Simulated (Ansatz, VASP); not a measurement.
## La: VASP beside Ansatz

```
CELL_PARAMETERS angstrom
3.75000 0.00000 0.00000
-1.87500 3.24760 0.00000
0.00000 0.00000 6.07000
ATOMIC_POSITIONS crystal
La 0.66667 0.33333 0.75000
La 0.33333 0.66667 0.25000
```

Alike in both runs: functional LDA; k mesh 8 × 8 × 5; occupations fermi-dirac, width 0.05 eV; no spin polarisation.

```csv
,VASP,Ansatz
version,VASP 6.6.1,Ansatz 0.2.0
potentials or method,"VASP PAW LDA potentials, release 64 (La), cutoff 520 eV","all-electron LAPW, scalar-relativistic"
task,single point,band structure
```

```tsv
	VASP	Ansatz	Ansatz less VASP
gap on the k mesh at the Fermi level (eV)	none	none	-
pressure (GPa)	-2.9	-2.8	+0.09
traceless stress, the component that is largest in VASP (GPa)	-0.17	-0.17	+0.008
```

LDA's correlation is that of Perdew and Zunger in VASP and of Perdew and Wang (1992) in Ansatz. A gap of «none» marks a metal or a gap that the smearing closes. Ansatz ran all-electron here, and VASP with PAW potentials.

Spin-orbit coupling is off throughout.
